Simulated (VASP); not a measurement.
A run of VASP 6.6.1 is set up as follows.

Contents of INCAR:

```
ALGO = Normal
EDIFF = 1E-7
ENCUT = 520
ISIF = 2
ISMEAR = 0
LASPH = T
LCHARG = F
LREAL = F
LWAVE = F
NBANDS = 16
NELM = 80
PREC = Accurate
SIGMA = 0.1
```

Contents of KPOINTS:

```
k-points
0
Gamma
  18 18 6
```

File POSCAR:

```
C
1.0
    1.2280479700     -2.1270618200      0.0000000000
    1.2280479700      2.1270618200      0.0000000000
    0.0000000000      0.0000000000      7.1732677600
C
4
Direct
    0.0833794600      0.9166205400      0.7531376000
    0.5833794600      0.4166205400      0.2468624000
    0.9166205400      0.0833794600      0.2468624000
    0.4166205400      0.5833794600      0.7531376000
```

Potentials or basis: VASP PAW LDA potentials, release 64 (C).

Launch:

```sh
$ cat potpaw_LDA.64/C/POTCAR > POTCAR
$ mpirun -np 1 vasp_std > vasp.out
```

Question: What does it give for the pressure?

Answer: -3.2 GPa.

Question: Estimate the band gap on the k mesh.

Answer: 0.02 eV.

Question: What does it give for the largest force?

Answer: 0.026 eV/Å.

Stress tensor (GPa, compression positive):
```
-4.08  0.00  0.00
 0.00 -4.24  0.00
 0.00  0.00 -1.24
```

A k mesh can miss the band edges.
